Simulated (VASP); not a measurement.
Input of a VASP 6.6.1 run:

The input INCAR:

```
SYSTEM = Zn2CdO3
ALGO = Normal ; EDIFF = 1E-7
ENCUT = 520 ; GGA = PE
ISIF = 2 ; ISMEAR = 0
LASPH = .True. ; LCHARG = .True.
LELF = .True. ; LREAL = .False.
LVHAR = .True. ; LWAVE = .False.
NBANDS = 66 ; NELM = 80
PREC = Accurate ; SIGMA = 0.1
```

The input KPOINTS:

```
k-points
0
Gamma
  6 6 4
  0 0 0
```

The input POSCAR:

```
Zn2CdO3
1.0
    6.1053142966      0.0000000034      0.0000000000
   -3.0526571512      5.2873572772      0.0000000000
    0.0000000000      0.0000000000      5.7653252142
Zn Cd O
4 2 6
Direct
    0.3333333333      0.6666666667      0.2500000000
    0.6666666667      0.3333333333      0.7500000000
    0.0000000000      0.0000000000      0.5000000000
    0.0000000000      0.0000000000      0.0000000000
    0.6666666667      0.3333333333      0.2500000000
    0.3333333333      0.6666666667      0.7500000000
    0.8607208997      0.7214417993      0.2500000000
    0.1392791003      0.2785582007      0.7500000000
    0.1392791003      0.8607208997      0.7500000000
    0.2785582007      0.1392791003      0.2500000000
    0.8607208997      0.1392791003      0.2500000000
    0.7214417993      0.8607208997      0.7500000000
```

Potentials or basis: VASP PAW PBE potentials, release 64 (Zn, Cd, O).

The run is started by

```sh
$ cat potpaw_PBE.64/Zn/POTCAR potpaw_PBE.64/Cd/POTCAR potpaw_PBE.64/O/POTCAR > POTCAR
$ mpirun -np 1 vasp_std > vasp.out
```

**Question.** Predict the pressure.

**Answer.** 0.9 GPa.

**Question.** Predict the largest force.

**Answer.** 0.140 eV/Å.

**Question.** Predict the band gap on the k mesh.

**Answer.** Zero (bands 54 and 55 overlap by 0.25 eV).

Stress tensor (GPa, compression positive):
```
1.14 0.00 0.00
0.00 1.14 0.00
0.00 0.00 0.28
```

Caveat: semilocal functionals underestimate gaps, and a narrow one can read as zero.
